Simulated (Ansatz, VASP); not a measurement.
ZrS2: VASP beside Ansatz

Contents of INCAR:

```
SYSTEM = ZrS2
PREC = Accurate
ENCUT = 500
EDIFF = 1E-6
ISMEAR = 1
SIGMA = 0.001
LREAL = .False.
LASPH = .True.
NELM = 120
ALGO = Normal
ISIF = 2
LWAVE = .False.
LCHARG = .False.
GGA = PS
NBANDS = 19
GGA_COMPAT = .False.
```

File KPOINTS:

```
Automatic mesh
0
Gamma
  6 6 4
  0 0 0
```

File POSCAR:

```
ZrS2
1.0
    3.6743619272      0.0000000000      0.0000000000
   -1.8371809636      3.1820907716      0.0000000000
    0.0000000000      0.0000000000      5.8571358081
Zr S
1 2
Direct
    0.0000000000      0.0000000000      0.0000000000
    0.6666666667      0.3333333333      0.7537648223
    0.3333333333      0.6666666667      0.2462351777
```

Input for Ansatz:

```yaml
crystal:
  lattice:
    - [3.6743619272, 0.0, 0.0]
    - [-1.8371809636, 3.1820907716, 0.0]
    - [0.0, 0.0, 5.8571358081]
  atoms:
    - { symbol: Zr, position: [0.0, 0.0, 0.0] }
    - { symbol: S, position: [0.6666666667, 0.3333333333, 0.7537648223] }
    - { symbol: S, position: [0.3333333333, 0.6666666667, 0.2462351777] }
kpoints:
  mp_grid: { grid: [6, 6, 4] }
hamiltonian:
  xc: pbesol
scf:
  occupations: { method: methfessel_paxton, width: 0.001 }
  n_extra_bands: 4
output:
  forces: true
  stress: true
  eigenvalues: true
```

Alike in both runs: task single point; functional PBEsol; k mesh 6 × 6 × 4; occupations methfessel-paxton of order 1, width 0.001 eV; no spin polarisation.

```csv
,VASP,Ansatz
version,VASP 6.6.1,Ansatz 0.2.0
potentials or method,"VASP PAW PBE potentials, release 64 (Zr_sv, S)",plane waves
plane-wave cutoff (eV),500,420
valence electrons in the cell,24,24
```

|  | VASP | Ansatz | Ansatz less VASP |
| --- | --- | --- | --- |
| gap on the k mesh at the Fermi level (eV) | 0.81 | 0.81 | -0.002 |
| pressure (GPa) | -1.8 | -1.9 | -0.05 |
| traceless stress, the component that is largest in VASP (GPa) | 0.99 | 0.97 | -0.021 |
| rms of the force components (eV/Å) | 0.059 | 0.067 | +0.0083 |

VASP's potentials were made for PBE, not for PBEsol. Atom by atom the forces differ by 0.008 eV/Å (rms over components).
